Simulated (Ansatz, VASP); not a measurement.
**Ge: VASP beside Ansatz**

```
Ge
1.0
     0.00000    2.60247    2.82877
     2.60247    0.00000    2.82877
     2.60247    2.60247    0.00000
Ge
2
Direct
  0.50000 0.50000 0.50000
  0.75000 0.75000 0.75000
```

Change from the starting cell: strain -0.080 along x and y, +0.000 along z, atoms carried along.

Alike in both runs: task single point; functional PBE; k mesh 14 × 14 × 14; occupations gaussian, width 0.15 eV; no spin polarisation.

|  | VASP | Ansatz |
| --- | --- | --- |
| version | VASP 6.6.1 | Ansatz 0.2.0 |
| potentials or method | VASP PAW PBE potentials, release 64 (Ge_d), cutoff 500 eV | scalar-relativistic, plane waves, PAW |
| valence electrons in the cell | 28 | 28 |

|  | VASP | Ansatz | Ansatz less VASP |
| --- | --- | --- | --- |
| gap on the k mesh at the Fermi level (eV) | none | none | - |
| pressure (GPa) | 21.7 | 21.9 | +0.14 |
| traceless stress, the component that is largest in VASP (GPa) | -4.76 | -4.75 | +0.012 |

A gap of «none» marks a metal or a gap that the smearing closes.
